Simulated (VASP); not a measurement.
# O2C in VASP: relaxation of the atoms with r2SCAN+rVV10

Aim: the relaxation of the atoms of O2C with r2SCAN+rVV10.

Everything below comes from runs of VASP 6.6.1. Logs are shortened: lines on timing, memory, paths and dates and some standing lists are left out, and cuts for length are marked.

## Step 1: The cell of the first run

The cell holds a molecule in a box, 3 atoms: a = 12.155 Å, b = 12.655 Å, c = 13.155 Å, α = 90.00°, β = 90.00°, γ = 90.00°.

## Step 2: Relaxation of the atoms, r2SCAN+rVV10

File POSCAR:

```
CO2
1.0
   12.1554342666      0.0000000000      0.0000000000
    0.0000000000     12.6554342666      0.0000000000
    0.0000000000      0.0000000000     13.1554342666
O C
2 1
Direct
    0.4909256900      0.5690952400      0.4363532900
    0.5172226200      0.4421501400      0.5634915700
    0.5040808700      0.5056241200      0.4999230800
```

File INCAR.step1:

```
SYSTEM = CO2
  ALGO = Normal
  EDIFF = 1E-5
  EDIFFG = -0.01
  ENCUT = 580
  GGA = PE
  GGA_COMPAT = .False.
  IBRION = 2
  ISMEAR = 0
  LASPH = .True.
  LCHARG = .False.
  LREAL = .False.
  LWAVE = .True.
  NELM = 120
  NELMDL = -8
  NELMIN = 4
  NSW = 100
  PREC = Accurate
  SIGMA = 0.005
```

File INCAR.step2:

```
SYSTEM = CO2
  ALGO = Normal
  BPARAM = 11.95
  CPARAM = 0.0093
  EDIFF = 1E-7
  EDIFFG = -0.03
  ENCUT = 580
  GGA_COMPAT = .False.
  IBRION = 2
  ISIF = 2
  ISMEAR = 0
  ISTART = 1
  IVDW_NL = 2
  LASPH = .True.
  LCHARG = .False.
  LMIXTAU = .True.
  LREAL = .False.
  LUSE_VDW = .True.
  LWAVE = .False.
  METAGGA = R2SCAN
  NELM = 120
  NELMIN = 4
  NSW = 100
  PREC = Accurate
  SIGMA = 0.005
```

File KPOINTS:

```
k-points
0
Gamma
  1 1 1
  0 0 0
```

Potentials or basis: VASP PAW PBE potentials, release 64 (O, C).

Command:

```console
cat potpaw_PBE.64/O/POTCAR potpaw_PBE.64/C/POTCAR > POTCAR
cp INCAR.step1 INCAR
mpirun -np 1 vasp_gam > vasp.out
cp INCAR.step2 INCAR
mpirun -np 1 vasp_gam > vasp.out
```

OUTCAR:

```text
SYSTEM = CO2
   BPARAM = 11.95
   EDIFF = 1E-7
   EDIFFG = -0.03
   ENCUT = 580
   IBRION = 2
   ISIF = 2
   ISMEAR = 0
   ISTART = 1
   IVDW_NL = 2
   LASPH = .True.
   LREAL = .False.
   METAGGA = R2SCAN
   NELM = 120
   NELMIN = 4
   NSW = 100
   PREC = Accurate

 ion  position               nearest neighbor table
   1  0.491  0.569  0.436-   3 1.17
   2  0.517  0.442  0.563-   3 1.17
   3  0.504  0.506  0.500-   2 1.17   1 1.17

  LATTYP: Found a simple orthorhombic cell.
 ALAT       =    12.1554342666
 B/A-ratio  =     1.0411338656
 C/A-ratio  =     1.0822677313

  Lattice vectors:

 A1 = (  12.1554342666,   0.0000000000,   0.0000000000)
 A2 = (   0.0000000000,  12.6554342666,   0.0000000000)
 A3 = (   0.0000000000,   0.0000000000,  13.1554342666)

Analysis of symmetry for initial positions (statically):
=====================================================================
 Subroutine PRICEL returns:
 Original cell was already a primitive cell.

 Routine SETGRP: Setting up the symmetry group for a
 simple orthorhombic supercell.

 Subroutine GETGRP returns: Found  1 space group operations
 (whereof  1 operations were pure point group operations)
 out of a pool of  8 trial point group operations.

The static configuration has the point symmetry C_1 .

Analysis of symmetry for dynamics (positions and initial velocities):
=====================================================================
 Subroutine PRICEL returns:
 Original cell was already a primitive cell.

 Routine SETGRP: Setting up the symmetry group for a
 simple orthorhombic supercell.

 Subroutine GETGRP returns: Found  1 space group operations
 (whereof  1 operations were pure point group operations)
 out of a pool of  8 trial point group operations.

The dynamic configuration has the point symmetry C_1 .

 Subroutine INISYM returns: Found  1 space group operations
 (whereof  1 operations are pure point group operations),
 and found     1 'primitive' translations

----------------------------------------------------------------------------------------

                                     Primitive cell

  volume of cell :    2023.7307

  direct lattice vectors                    reciprocal lattice vectors
    12.155434267  0.000000000  0.000000000     0.082267731  0.000000000  0.000000000
     0.000000000 12.655434267  0.000000000     0.000000000  0.079017439  0.000000000
     0.000000000  0.000000000 13.155434267     0.000000000  0.000000000  0.076014214

  length of vectors
    12.155434267 12.655434267 13.155434267     0.082267731  0.079017439  0.076014214

  position of ions in fractional coordinates (direct lattice)
     0.490925690  0.569095240  0.436353290
     0.517222620  0.442150140  0.563491570
     0.504080870  0.505624120  0.499923080

  ion indices of the primitive-cell ions
   primitive index   ion index
                 1           1
                 2           2
                 3           3

----------------------------------------------------------------------------------------

 KPOINTS: k-points

Automatic generation of k-mesh.
 Grid dimensions read from file:
 generate k-points for:    1    1    1

 Generating k-lattice:

  Cartesian coordinates                     Fractional coordinates (reciprocal lattice)
     0.082267731  0.000000000  0.000000000     1.000000000  0.000000000  0.000000000
     0.000000000  0.079017439  0.000000000     0.000000000  1.000000000  0.000000000
     0.000000000  0.000000000  0.076014214     0.000000000  0.000000000  1.000000000

  Length of vectors
     0.082267731  0.079017439  0.076014214

  Shift w.r.t. Gamma in fractional coordinates (k-lattice)
     0.000000000  0.000000000  0.000000000

 Subroutine IBZKPT returns following result:
 ===========================================

 Found      1 irreducible k-points:

 Following reciprocal coordinates:
            Coordinates               Weight
  0.000000  0.000000  0.000000      1.000000
   k-points           NKPTS =      1   k-points in BZ     NKDIM =      1   number of bands    NBANDS=     12
   number of dos      NEDOS =    301   number of ions     NIONS =      3
   total plane-waves  NPLWV = ******
   dimension x,y,z NGX =    96 NGY =  100 NGZ =  108
   dimension x,y,z NGXF=   192 NGYF=  200 NGZF=  216
   ions per type =               2   1
   NGX,Y,Z   is equivalent  to a cutoff of  13.13, 13.14, 13.65 a.u.
   NGXF,Y,Z  is equivalent  to a cutoff of  26.26, 26.27, 27.30 a.u.
 SYSTEM =  CO2
   PREC   = accura    normal or accurate (medium, high low for compatibility)
   ISTART =      1    job   : 0-new  1-cont  2-samecut
   ICHARG =      0    charge: 1-file 2-atom 10-const
   ISPIN  =      1    spin polarized calculation?
   LNONCOLLINEAR =      F non collinear calculations
   LSORBIT =      F    spin-orbit coupling
   LASPH  =      T    aspherical Exc in radial PAW
   ENCUT  =  580.0 eV  42.63 Ry    6.53 a.u.  23.87 24.85 25.83*2*pi/ulx,y,z
   NELM   =    120;   NELMIN=  4; NELMDL=  0     # of ELM steps
   EDIFF  = 0.1E-06   stopping-criterion for ELM
   LREAL  =      F    real-space projection
   EDIFFG = -.3E-01   stopping-criterion for IOM
   NSW    =    100    number of steps for IOM
   IBRION =      2    ionic relax: 0-MD 1-quasi-New 2-CG
   NFREE  =      1    steps in history (QN), initial steepest desc. (CG)
   ISIF   =      2    stress and relaxation
   ISYM   =      2    0-nonsym 1-usesym 2-fastsym
   POTIM  = 0.5000    time-step for ionic-motion
   TEBEG  =    0.0;   TEEND  =   0.0 temperature during run
   PSTRESS=    0.0 pullay stress
   NELECT =      16.0000    total number of electrons
   NUPDOWN=      -1.0000    fix difference up-down
   EMIN   =  10.00;   EMAX   =-10.00  energy-range for DOS
   EFERMI =   0.00;   METHOD = LEGACY
   ISMEAR =     0;   SIGMA  =   0.01  broadening in eV -4-tet -1-fermi 0-gaus
   EFERMI_NEDOS =   21; number of points for ismear=-14 and -15
   IALGO  =     38    algorithm
   IMIX   =      4    mixing-type and parameters
     AMIX     =   0.40;   BMIX     =  1.00
     AMIX_MAG =   1.60;   BMIX_MAG =  1.00
  volume/ion in A,a.u.               =     674.58      4552.27
  Fermi-wavevector in a.u.,A,eV,Ry     =   0.326135  0.616306  1.447170  0.106364
  Thomas-Fermi vector in A             =   1.217734
   LORBIT       =      0    0 simple, 1 ext, 2 COOP (PROOUT), +10 PAW based schemes
   METAGGA = R2SCAN    functional components
   LHFCALC =     F    Hartree Fock is set to
   AEXX    =    0.0000 exact exchange contribution
   IVDW_NL    =     2    kernel type
   BPARAM     =11.9500
   IVDW    =     0    specifies the selected vdW correction
   LEPSILON=     F    determine dielectric tensor
   LRPA    =     F    only Hartree local field effects (RPA)
 conjugate gradient relaxation of ions
 non-spin polarized calculation
 Gauss-broadening in eV      SIGMA  =   0.01
  energy-cutoff  :      580.00
  volume of cell :     2023.73
 maximum number of plane-waves:     32079
 NGX is ok and might be reduce to    96
   NGX = 47   NGY = 49   NGZ = 51

--------------------------------------- Ionic step        1  -------------------------------------------

 number of electron      16.0000000 magnetization

 Free energy of the ion-electron system (eV)
  ---------------------------------------------------
  ext. energy  EPLUGINS =         0.00000000
  ---------------------------------------------------
  free energy    TOTEN  =       -24.88679723 eV

  energy without entropy =      -24.88679723  energy(sigma->0) =      -24.88679723

------------------------ aborting loop because EDIFF is reached ----------------------------------------

  FORCE on cell =-STRESS in cart. coord.  units (eV):
  Direction    XX          YY          ZZ          XY          YZ          ZX
  --------------------------------------------------------------------------------------
  -------------------------------------------------------------------------------------
  Total       -0.1184263     -0.4229857     -0.4485126      0.0626741      0.3290582     -0.0652314
  in kB       -0.0937575     -0.3348756     -0.3550851      0.0496188      0.2605137     -0.0516433
  external PRESSURE =      -0.2612394 kB  Pullay stress =       0.0000000 kB
[... 59 lines left out ...]
  energy  without entropy=      -24.8747185503  energy(sigma->0) =      -24.87471855

--------------------------------------- Ionic step        3  -------------------------------------------

 number of electron      16.0000000 magnetization

 Free energy of the ion-electron system (eV)
  ---------------------------------------------------
  ext. energy  EPLUGINS =         0.00000000
  ---------------------------------------------------
  free energy    TOTEN  =       -24.88752326 eV

  energy without entropy =      -24.88752326  energy(sigma->0) =      -24.88752326

 E-fermi :  -9.2559     XC(G=0):  -0.2047

 val. band max:       -9.3138898809   @ k =   0.0000   0.0000   0.0000
 cond. band min:      -0.3060374494   @ k =   0.0000   0.0000   0.0000
 fundamental gap:      9.0078524314
 Fermi energy:        -9.2559432723

 k-point     1 :       0.0000    0.0000    0.0000
  band No.  band energies     occupation
      1     -30.6538      2.00000
      2     -29.5566      2.00000
      3     -14.3223      2.00000
      4     -13.0432      2.00000
      5     -13.0430      2.00000
      6     -13.0426      2.00000
      7      -9.3141      2.00000
      8      -9.3139      2.00000
      9      -0.3060      0.00000
     10       0.0387      0.00000
     11       0.0388      0.00000
     12       0.4515      0.00000
[... 28 lines left out ...]
  FREE ENERGIE OF THE ION-ELECTRON SYSTEM (eV)
  ---------------------------------------------------
  free  energy   TOTEN  =       -24.8875232553 eV

  energy  without entropy=      -24.8875232553  energy(sigma->0) =      -24.88752326

 reached required accuracy - stopping structural energy minimisation
```

Wall time 73 min (1 thread of AMD EPYC 9R45 (Zen 5), shared host); peak memory 5.5 GiB.

Results:

- Free energy: -24.8875 eV
- Energy gained by relaxing: 0.2 meV/atom
- Ionic steps: 3
- Gap between the frontier levels: 9.01 eV

Step by step:
```
step  energy change (eV)  largest force (eV/Å)  pressure (GPa)
   1              0.0000                0.2776           -0.03
   2              0.0121                1.2100            0.06
   3             -0.0007                0.0018           -0.01
```

Final structure:
```
O C
1.0
    12.15543    0.00000    0.00000
     0.00000   12.65543    0.00000
     0.00000    0.00000   13.15543
O C
2 1
Direct
  0.49096 0.56895 0.43650
  0.51719 0.44229 0.56335
  0.50408 0.50562 0.49992
```

Levels at points of the mesh, in eV from the valence-band top:
```tsv
k point	band 6	band 7	band 8	band 9	band 10	band 11
(0.00, 0.00, 0.00)	-3.73	0.00	0.00	9.01	9.35	9.35
```

Caveat: the PAW data sets were made with another functional, which shifts forces and pressure a little.
